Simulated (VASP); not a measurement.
A run of VASP 6.6.1 is set up as follows.

Contents of INCAR:

```
PREC = Accurate
ENCUT = 600
EDIFF = 1E-6
ISMEAR = 0
SIGMA = 0.2243
LREAL = F
LASPH = T
NELM = 200
ALGO = Normal
ISIF = 2
LWAVE = F
LCHARG = T
LMAXMIX = 4
LDAU = T
LDAUTYPE = 2
LDAUL = -1 -1 1
LDAUU = 0 0 1.62
LDAUJ = 0 0 0
LDAUPRINT = 1
GGA = PE
LELF = T
LVHAR = T
NBANDS = 46
NELECT = 70.0
GGA_COMPAT = F
```

Contents of KPOINTS:

```
regular mesh
0
Gamma
  3 3 3
```

POSCAR

```
ReAg2Br6
1.0
    6.8592960000      0.0000000000      0.0000000000
   -3.4296480000      5.9403300000      0.0000000000
   -3.4296480000      1.9801100000      5.8196480000
Re Ag Br
1 2 6
Direct
    0.5000000000      0.5000000000      0.5001000000
    0.7657000000      0.2343000000      0.2970000000
    0.2343000000      0.7657000000      0.7030000000
    0.3721700000      0.2683300000      0.2564100000
    0.7316700000      0.8474300000      0.2564100000
    0.1525700000      0.6278300000      0.2564100000
    0.6278300000      0.7316700000      0.7435900000
    0.2683300000      0.1525700000      0.7435900000
    0.8474300000      0.3721700000      0.7435900000
```

Potentials or basis: VASP PAW PBE potentials, release 64 (Re, Ag, Br).

Command:

```sh
$ cat potpaw_PBE.64/Re/POTCAR potpaw_PBE.64/Ag/POTCAR potpaw_PBE.64/Br/POTCAR > POTCAR
$ mpirun -np 1 vasp_std > vasp.out
```

Task: Predict the largest force.

Result: 0.463 eV/Å.

Forces on the atoms (eV/Å):
```
Re   0.005 -0.003 -0.009
Ag  -0.001  0.000 -0.039
Ag   0.001 -0.001  0.038
Br   0.222 -0.321 -0.235
Br   0.168  0.352 -0.236
Br  -0.391 -0.031 -0.237
Br  -0.224  0.326  0.240
Br  -0.171 -0.355  0.240
Br   0.391  0.031  0.238
```

Caveat: the cell carries a net charge on a neutralising background, which shifts energy and pressure.
